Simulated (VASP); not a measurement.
A run of VASP 6.6.1 is set up as follows.

File INCAR:

```
SYSTEM = BP
PREC     = Accurate       ! precision mode
ENCUT    = 500            ! plane-wave cutoff, eV
EDIFF    = 1E-6           ! SCF threshold, eV
ISMEAR   = 0              ! smearing method
SIGMA    = 0.02           ! smearing width, eV
LREAL    = .False.        ! projectors in reciprocal space
LASPH    = .True.         ! aspherical terms in the spheres
NELM     = 120            ! most SCF steps
ALGO     = Normal         ! electronic algorithm
ISIF     = 2              ! what is computed and relaxed
LWAVE    = .False.        ! write WAVECAR
LCHARG   = .False.        ! write CHGCAR
GGA      = PE             ! functional
IVDW     = 12             ! dispersion correction
NBANDS   = 11             ! bands
GGA_COMPAT= .False.
```

The input KPOINTS:

```
Automatic mesh
0
Gamma
  10 10 10
  0 0 0
```

The input POSCAR:

```
BP
1.0
    0.0000000000      2.2077290236      2.2077290236
    2.2077290236      0.0000000000      2.2077290236
    2.2077290236      2.2077290236      0.0000000000
B P
1 1
Direct
    0.0000000000      0.0000000000      0.0000000000
    0.2500000000      0.2500000000      0.2500000000
```

Potentials or basis: VASP PAW PBE potentials, release 64 (B, P).

Command:

```bash
$ cat potpaw_PBE.64/B/POTCAR potpaw_PBE.64/P/POTCAR > POTCAR
$ mpirun -np 1 vasp_std > vasp.out
```

Q: Predict the band gap on the k mesh.

A: 1.12 eV, indirect (least direct gap 3.54 eV).

Q: What does it give for the pressure?

A: 11.5 GPa.

 A k mesh can miss the band edges.
